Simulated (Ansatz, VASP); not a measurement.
# Ni: VASP beside Ansatz

INCAR

```
SYSTEM = Ni
ALGO = Normal
EDIFF = 1E-6
ENCUT = 600
GGA = PE
GGA_COMPAT = .FALSE.
ISIF = 2
ISMEAR = -1
ISPIN = 2
LASPH = .TRUE.
LCHARG = .FALSE.
LMAXMIX = 4
LORBIT = 11
LREAL = .FALSE.
LWAVE = .FALSE.
MAGMOM = 2
NBANDS = 15
NELM = 200
PREC = Accurate
SIGMA = 0.1
```

The input KPOINTS:

```
k-points
0
G
  16 16 16
  0 0 0
```

Contents of POSCAR:

```
Ni
1.0
    0.0000000000      1.7619350000      1.7619350000
    1.7619350000      0.0000000000      1.7619350000
    1.7619350000      1.7619350000      0.0000000000
Ni
1
Direct
    0.0000000000      0.0000000000      0.0000000000
```

Input for Ansatz:

```yaml
crystal:
  lattice:
    bravais: fcc
    a: 3.52387
  space_group: 225
  atoms:
    - { symbol: Ni, position: [0.0, 0.0, 0.0] }
  reduce_to_primitive: true
kpoints:
  mp_grid:
    grid: [16, 16, 16]
hamiltonian:
  xc: pbe
  pseudopotentials:
    kind: all_electron
    lapw: {}
magnetization:
  spin_polarized: true
  per_species:
    Ni: 2.0
scf:
  occupations:
    method: fermi_dirac
output:
  forces: true
  stress: true
  eigenvalues: true
```

Alike in both runs: task single point; functional PBE; k mesh 16 × 16 × 16; collinear spin.

|  | VASP | Ansatz |
| --- | --- | --- |
| version | VASP 6.6.1 | Ansatz 0.2.0 |
| potentials or method | VASP PAW PBE potentials, release 64 (Ni), cutoff 600 eV | all-electron (LAPW or listed datasets) |
| occupations | fermi-dirac, width 0.1 eV | fermi-dirac |

```tsv
	VASP	Ansatz	Ansatz less VASP
gap on the k mesh at the Fermi level (eV)	none	none	-
pressure (GPa)	-0.6	-0.7	-0.01
net moment per atom (μB)	0.60	0.61	+0.011
size of the moment on the site where the two differ most (μB)	0.61	0.64	+0.024
```

Site moments also hang on the region over which each program counts them. A gap of «none» marks a metal or a gap that the smearing closes. Ansatz ran all-electron here, and VASP with PAW potentials.
